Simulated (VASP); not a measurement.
# Ge (Fd-3m) in VASP: single point with PBE

Aim: the single point of Ge with PBE.

Program: VASP 6.6.1. These are calculated values, not measurements. Logs are shortened: lines on timing, memory, paths and dates and some standing lists are left out, and cuts for length are marked.

### Step 1. The cell of the first run

The structure is cubic, space group Fd-3m (No. 227). The conventional cell has a = 5.761 Å, b = 5.761 Å, c = 5.761 Å, α = 90.00°, β = 90.00°, γ = 90.00°. Ge (site symmetry -43m) has 4 Ge at 2.49 Å within 3.3 Å.

### Step 2. Single point, PBE

Input file INCAR:

```
PREC = Accurate
ENCUT = 500
EDIFF = 1E-6
ISMEAR = 0
SIGMA = 0.05
LREAL = False
LASPH = True
NELM = 120
ALGO = Normal
ISIF = 2
LWAVE = False
LCHARG = False
GGA = PE
NBANDS = 21
GGA_COMPAT = False
```

Input file KPOINTS:

```
regular mesh
0
Gamma
  14 14 14
```

Input file POSCAR:

```
Ge
1.0
    0.0000000000      2.8804373655      2.8804373655
    2.8804373655      0.0000000000      2.8804373655
    2.8804373655      2.8804373655      0.0000000000
Ge
2
Direct
    0.5000000000      0.5000000000      0.5000000000
    0.7500000000      0.7500000000      0.7500000000
```

Potentials or basis: VASP PAW PBE potentials, release 64 (Ge_d).

Run with:

```
$ cat potpaw_PBE.64/Ge_d/POTCAR > POTCAR
$ mpirun -np 1 vasp_std > vasp.out
```

OUTCAR:

```text
PREC = Accurate
   ENCUT = 500
   EDIFF = 1E-6
   ISMEAR = 0
   LREAL = False
   LASPH = True
   NELM = 120
   ISIF = 2
   GGA = PE

 ion  position               nearest neighbor table
   1  0.500  0.500  0.500-   2 2.49   2 2.49   2 2.49   2 2.49
   2  0.750  0.750  0.750-   1 2.49   1 2.49   1 2.49   1 2.49

  LATTYP: Found a face centered cubic cell.
 ALAT       =     5.7608747310

  Lattice vectors:

 A1 = (   0.0000000000,   2.8804373655,   2.8804373655)
 A2 = (   2.8804373655,   0.0000000000,   2.8804373655)
 A3 = (   2.8804373655,   2.8804373655,   0.0000000000)

Analysis of symmetry for initial positions (statically):
=====================================================================
 Subroutine PRICEL returns:
 Original cell was already a primitive cell.

 Routine SETGRP: Setting up the symmetry group for a
 face centered cubic supercell.

 Subroutine GETGRP returns: Found 48 space group operations
 (whereof 24 operations were pure point group operations)
 out of a pool of 48 trial point group operations.

The static configuration has the point symmetry T_d .
 The point group associated with its full space group is O_h .

Analysis of symmetry for dynamics (positions and initial velocities):
=====================================================================
 Subroutine PRICEL returns:
 Original cell was already a primitive cell.

 Routine SETGRP: Setting up the symmetry group for a
 face centered cubic supercell.

 Subroutine GETGRP returns: Found 48 space group operations
 (whereof 24 operations were pure point group operations)
 out of a pool of 48 trial point group operations.

The dynamic configuration has the point symmetry T_d .
 The point group associated with its full space group is O_h .

 Subroutine INISYM returns: Found 48 space group operations
 (whereof 24 operations are pure point group operations),
 and found     1 'primitive' translations

----------------------------------------------------------------------------------------

                                     Primitive cell

  volume of cell :      47.7975

  direct lattice vectors                    reciprocal lattice vectors
     0.000000000  2.880437366  2.880437366    -0.173584750  0.173584750  0.173584750
     2.880437366  0.000000000  2.880437366     0.173584750 -0.173584750  0.173584750
     2.880437366  2.880437366  0.000000000     0.173584750  0.173584750 -0.173584750

  length of vectors
     4.073553588  4.073553588  4.073553588     0.300657606  0.300657606  0.300657606

  position of ions in fractional coordinates (direct lattice)
     0.500000000  0.500000000  0.500000000
     0.750000000  0.750000000  0.750000000

  ion indices of the primitive-cell ions
   primitive index   ion index
                 1           1
                 2           2

----------------------------------------------------------------------------------------

 KPOINTS: regular mesh

Automatic generation of k-mesh.
 Grid dimensions read from file:
 generate k-points for:   14   14   14

 Generating k-lattice:

  Cartesian coordinates                     Fractional coordinates (reciprocal lattice)
    -0.012398911  0.012398911  0.012398911     0.071428571  0.000000000  0.000000000
     0.012398911 -0.012398911  0.012398911     0.000000000  0.071428571  0.000000000
     0.012398911  0.012398911 -0.012398911     0.000000000  0.000000000  0.071428571

  Length of vectors
     0.021475543  0.021475543  0.021475543

  Shift w.r.t. Gamma in fractional coordinates (k-lattice)
     0.000000000  0.000000000  0.000000000

 Subroutine IBZKPT returns following result:
 ===========================================

 Found    104 irreducible k-points:

 Following reciprocal coordinates:
            Coordinates               Weight
  0.000000  0.000000  0.000000      1.000000
  0.071429  0.000000  0.000000      8.000000
  0.142857  0.000000  0.000000      8.000000
  0.214286  0.000000  0.000000      8.000000
  0.285714  0.000000  0.000000      8.000000
  0.357143  0.000000  0.000000      8.000000
[... 16 lines left out ...]
  0.214286  0.142857  0.000000     24.000000
  0.285714  0.142857  0.000000     24.000000
 [... further k-points ...]
   k-points           NKPTS =    104   k-points in BZ     NKDIM =    104   number of bands    NBANDS=     21
   number of dos      NEDOS =    301   number of ions     NIONS =      2
   total plane-waves  NPLWV =  27000
   dimension x,y,z NGX =    30 NGY =   30 NGZ =   30
   dimension x,y,z NGXF=    60 NGYF=   60 NGZF=   60
   ions per type =               2
   NGX,Y,Z   is equivalent  to a cutoff of  12.24, 12.24, 12.24 a.u.
   NGXF,Y,Z  is equivalent  to a cutoff of  24.49, 24.49, 24.49 a.u.
 SYSTEM =  unknown system
   PREC   = accura    normal or accurate (medium, high low for compatibility)
   ISTART =      0    job   : 0-new  1-cont  2-samecut
   ICHARG =      2    charge: 1-file 2-atom 10-const
   ISPIN  =      1    spin polarized calculation?
   LNONCOLLINEAR =      F non collinear calculations
   LSORBIT =      F    spin-orbit coupling
   LASPH  =      T    aspherical Exc in radial PAW
   ENCUT  =  500.0 eV  36.75 Ry    6.06 a.u.   7.43  7.43  7.43*2*pi/ulx,y,z
   NELM   =    120;   NELMIN=  2; NELMDL= -5     # of ELM steps
   EDIFF  = 0.1E-05   stopping-criterion for ELM
   LREAL  =      F    real-space projection
   EDIFFG = 0.1E-04   stopping-criterion for IOM
   NSW    =      0    number of steps for IOM
   IBRION =     -1    ionic relax: 0-MD 1-quasi-New 2-CG
   NFREE  =      0    steps in history (QN), initial steepest desc. (CG)
   ISIF   =      2    stress and relaxation
   ISYM   =      2    0-nonsym 1-usesym 2-fastsym
   POTIM  = 0.5000    time-step for ionic-motion
   TEBEG  =    0.0;   TEEND  =   0.0 temperature during run
   PSTRESS=    0.0 pullay stress
   NELECT =      28.0000    total number of electrons
   NUPDOWN=      -1.0000    fix difference up-down
   EMIN   =  10.00;   EMAX   =-10.00  energy-range for DOS
   EFERMI =   0.00;   METHOD = LEGACY
   ISMEAR =     0;   SIGMA  =   0.05  broadening in eV -4-tet -1-fermi 0-gaus
   EFERMI_NEDOS =   21; number of points for ismear=-14 and -15
   IALGO  =     38    algorithm
   IMIX   =      4    mixing-type and parameters
     AMIX     =   0.40;   BMIX     =  1.00
     AMIX_MAG =   1.60;   BMIX_MAG =  1.00
  volume/ion in A,a.u.               =      23.90       161.28
  Fermi-wavevector in a.u.,A,eV,Ry     =   1.369806  2.588558 25.529544  1.876369
  Thomas-Fermi vector in A             =   2.495649
   LORBIT       =      0    0 simple, 1 ext, 2 COOP (PROOUT), +10 PAW based schemes
   GGA     = PE    functional components
   LHFCALC =     F    Hartree Fock is set to
   AEXX    =    0.0000 exact exchange contribution
   IVDW    =     0    specifies the selected vdW correction
   LEPSILON=     F    determine dielectric tensor
   LRPA    =     F    only Hartree local field effects (RPA)
 non-spin polarized calculation
 Gauss-broadening in eV      SIGMA  =   0.05
  energy-cutoff  :      500.00
  volume of cell :       47.80
 maximum number of plane-waves:      1243
 NGX is ok and might be reduce to    30
   NGX = 15   NGY = 15   NGZ = 15

 number of electron      27.9999979 magnetization

 Free energy of the ion-electron system (eV)
  ---------------------------------------------------
  ext. energy  EPLUGINS =         0.00000000
  ---------------------------------------------------
  free energy    TOTEN  =        -9.03641069 eV

  energy without entropy =       -9.03634288  energy(sigma->0) =       -9.03637679

 E-fermi :   4.4701     XC(G=0):  -9.6705

 val. band max:        4.3650030865   @ k =  -0.0714   0.0714   0.0000
 cond. band min:       4.4785609850   @ k =   0.0000   0.0000   0.0000
 fundamental gap:      0.1135578985
 Fermi energy:         4.4701333626

 k-point     1 :       0.0000    0.0000    0.0000
  band No.  band energies     occupation
      1     -20.2679      2.00000
      2     -20.2679      2.00000
      3     -20.2679      2.00000
      4     -20.2357      2.00000
      5     -20.2357      2.00000
      6     -20.0526      2.00000
[... 13 lines left out ...]
     20      13.8177      0.00000
     21      13.8177      0.00000

 k-point     2 :       0.0714    0.0000    0.0000
  band No.  band energies     occupation
      1     -20.2706      2.00000
      2     -20.2706      2.00000
      3     -20.2671      2.00000
      4     -20.2320      2.00000
      5     -20.2320      2.00000
      6     -20.0580      2.00000
[... 13 lines left out ...]
     20      13.3890      0.00000
     21      13.3890      0.00000

 k-point     3 :       0.1429    0.0000    0.0000
  band No.  band energies     occupation
      1     -20.2761      2.00000
      2     -20.2761      2.00000
      3     -20.2650      2.00000
      4     -20.2238      2.00000
      5     -20.2238      2.00000
      6     -20.0659      2.00000
[... 13 lines left out ...]
     20      12.8684      0.00000
     21      12.8684      0.00000

 k-point     4 :       0.2143    0.0000    0.0000
  band No.  band energies     occupation
      1     -20.2814      2.00000
      2     -20.2814      2.00000
      3     -20.2619      2.00000
      4     -20.2151      2.00000
      5     -20.2151      2.00000
      6     -20.0732      2.00000
[... 13 lines left out ...]
     20      12.6649      0.00000
     21      12.6649      0.00000

 k-point     5 :       0.2857    0.0000    0.0000
  band No.  band energies     occupation
      1     -20.2852      2.00000
      2     -20.2852      2.00000
      3     -20.2584      2.00000
      4     -20.2078      2.00000
      5     -20.2078      2.00000
      6     -20.0788      2.00000
[... 13 lines left out ...]
     20      12.9068      0.00000
     21      12.9068      0.00000

 k-point     6 :       0.3571    0.0000    0.0000
  band No.  band energies     occupation
      1     -20.2877      2.00000
      2     -20.2877      2.00000
      3     -20.2552      2.00000
      4     -20.2028      2.00000
      5     -20.2028      2.00000
      6     -20.0824      2.00000
[... 13 lines left out ...]
     20      13.5916      0.00000
     21      13.5916      0.00000

 k-point     7 :       0.4286    0.0000    0.0000
  band No.  band energies     occupation
      1     -20.2889      2.00000
      2     -20.2889      2.00000
      3     -20.2529      2.00000
      4     -20.2001      2.00000
      5     -20.2001      2.00000
      6     -20.0841      2.00000
[... 13 lines left out ...]
     20      14.5935      0.00000
     21      14.5935      0.00000
[... 291 lines left out ...]
      1     -20.2815      2.00000
      2     -20.2766      2.00000
      3     -20.2640      2.00000
      4     -20.2219      2.00000
      5     -20.2151      2.00000
      6     -20.0764      2.00000
[... 13 lines left out ...]
     20      12.3382      0.00000
     21      13.0034      0.00000

 k-point    21 :      -0.0714    0.0714    0.0000
  band No.  band energies     occupation
      1     -20.2757      2.00000
      2     -20.2714      2.00000
      3     -20.2672      2.00000
      4     -20.2289      2.00000
      5     -20.2246      2.00000
      6     -20.0674      2.00000
[... 13 lines left out ...]
     20      12.7058      0.00000
     21      13.2438      0.00000

 k-point    22 :       0.1429    0.1429    0.0000
  band No.  band energies     occupation
      1     -20.2745      2.00000
      2     -20.2742      2.00000
      3     -20.2742      2.00000
      4     -20.2257      2.00000
      5     -20.2107      2.00000
      6     -20.0888      2.00000
[... 13 lines left out ...]
     20      12.2437      0.00000
     21      14.1545      0.00000

 k-point    23 :       0.2143    0.1429    0.0000
  band No.  band energies     occupation
      1     -20.2820      2.00000
      2     -20.2780      2.00000
      3     -20.2695      2.00000
      4     -20.2192      2.00000
      5     -20.2003      2.00000
      6     -20.1000      2.00000
[... 13 lines left out ...]
     20      12.9853      0.00000
     21      14.0902      0.00000

 k-point    24 :       0.2857    0.1429    0.0000
  band No.  band energies     occupation
      1     -20.2892      2.00000
      2     -20.2823      2.00000
      3     -20.2624      2.00000
      4     -20.2113      2.00000
      5     -20.1911      2.00000
      6     -20.1087      2.00000
[... 13 lines left out ...]
     20      13.6001      0.00000
     21      14.1278      0.00000

 [... further k-points ...]
[... 5 lines left out ...]
  --------------------------------------------------------------------------------------
  -------------------------------------------------------------------------------------
  Total       -0.0481751     -0.0481751     -0.0481751      0.0000000      0.0000000     -0.0000000
  in kB       -1.6148328     -1.6148328     -1.6148328      0.0000000      0.0000000     -0.0000000
  external PRESSURE =      -1.6148328 kB  Pullay stress =       0.0000000 kB

 VOLUME and BASIS-vectors are now :
 -----------------------------------------------------------------------------
  energy-cutoff  :      500.00
  volume of cell :       47.80
      direct lattice vectors                 reciprocal lattice vectors
     0.000000000  2.880437366  2.880437366    -0.173584750  0.173584750  0.173584750
     2.880437366  0.000000000  2.880437366     0.173584750 -0.173584750  0.173584750
     2.880437366  2.880437366  0.000000000     0.173584750  0.173584750 -0.173584750

 POSITION                                       TOTAL-FORCE (eV/Angst)
 -----------------------------------------------------------------------------------
      2.88044      2.88044      2.88044        -0.000000      0.000000     -0.000000
      4.32066      4.32066      4.32066         0.000000      0.000000      0.000000
 -----------------------------------------------------------------------------------
    total drift:                                0.000000     -0.000000     -0.000000

  FREE ENERGIE OF THE ION-ELECTRON SYSTEM (eV)
  ---------------------------------------------------
  free  energy   TOTEN  =        -9.0364106931 eV

  energy  without entropy=       -9.0363428827  energy(sigma->0) =       -9.03637679
```

It took 1.7 min on 1 thread of Intel Xeon 8259CL, shared host; peak memory 0.22 GiB.

Results:

```yaml
Free_energy: -9.0364 eV
Pressure: -0.2 GPa
Band_gap_on_the_k_mesh: zero (filled and empty bands touch)
```

Levels at points of the mesh, in eV from the Fermi level:
| k point | band 10 | band 11 | band 12 | band 13 | band 14 | band 15 | band 16 | band 17 | band 18 | band 19 |
| --- | --- | --- | --- | --- | --- | --- | --- | --- | --- | --- |
| (0.00, 0.00, 0.00) | -24.51 | -12.36 | -0.44 | 0.01 | 0.01 | 0.01 | 2.54 | 2.54 | 2.54 | 6.30 |
| (0.50, 0.00, 0.00) | -24.49 | -10.40 | -7.35 | -1.32 | -1.32 | 0.03 | 3.73 | 3.73 | 7.11 | 10.24 |
| (0.50, 0.50, 0.00) | -24.48 | -8.68 | -8.68 | -2.88 | -2.88 | 0.83 | 0.83 | 9.08 | 9.08 | 11.09 |
